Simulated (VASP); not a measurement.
# Hg: single point with PBEsol

Hg:

```xyz
3
Lattice="3.0988 -1.9277 -0.0761 3.0988 1.9277 -0.0761 -2.2780 0.0000 8.1895" Properties=species:S:1:pos:R:3 pbc="T T T"
Hg    3.9914   -0.0046    2.6764
Hg   -0.0719   -0.0046    5.3609
Hg    0.0000    0.0092    0.0000
```

This cell differs from its parent crystal: strained.

* Program: VASP 6.6.1
* Task: single point
* Functional: PBEsol
* Potentials or basis: VASP PAW PBE potentials, release 64 (Hg)
* Cutoff: 520 eV
* k mesh: 12 × 12 × 4
* Occupations: gaussian, width 0.05 eV
* Spin: no spin polarisation
* Dipole correction: no
* Further INCAR settings: ALGO = Normal; EDIFF = 1e-07; NBANDS = 25

| Item | Value |
| --- | --- |
| Pressure | -2.7 GPa |
| Largest force | 0.017 eV/Å |

Forces in eV/Å, atoms in the order of the input:
```
Hg  -0.004  0.000 -0.016
Hg   0.004  0.000  0.016
Hg   0.000 -0.001  0.000
```

Stress tensor (GPa, compression positive):
```
-2.61  0.00  0.09
 0.00 -2.85  0.00
 0.09  0.00 -2.66
```

Levels at points of the mesh, in eV from the Fermi level:
| k point | band 15 | band 16 | band 17 | band 18 | band 19 | band 20 | band 21 | band 22 |
| --- | --- | --- | --- | --- | --- | --- | --- | --- |
| (0.00, 0.00, 0.00) | -5.33 | -5.31 | -3.89 | -3.64 | 4.28 | 4.48 | 9.07 | 9.12 |
| (0.50, 0.00, 0.00) | -5.20 | -2.67 | -2.01 | -1.30 | 0.13 | 1.93 | 2.10 | 6.21 |
| (0.50, 0.50, 0.00) | -5.15 | -2.01 | -1.79 | -0.97 | 0.22 | 2.38 | 3.43 | 4.72 |
| (0.00, 0.00, 0.50) | -5.44 | -5.26 | -5.22 | -0.86 | 0.27 | 8.48 | 9.36 | 9.67 |
| (0.50, 0.00, 0.50) | -5.18 | -2.55 | -2.14 | -1.37 | 0.05 | 2.03 | 2.59 | 5.26 |
| (0.50, 0.50, 0.50) | -5.23 | -2.31 | -1.60 | -0.59 | 0.54 | 1.87 | 2.13 | 5.50 |

Run time: 2.3 min on 1 thread of AMD EPYC 9R45 96-Core Processor (Zen 5), with other jobs on the host, peak memory 0.39 GiB.

Caveat: the cell differs from its parent crystal (strained); the PAW data sets were made with another functional, which shifts forces and pressure a little; spin-orbit coupling is left out, which moves the levels of the heavy elements.
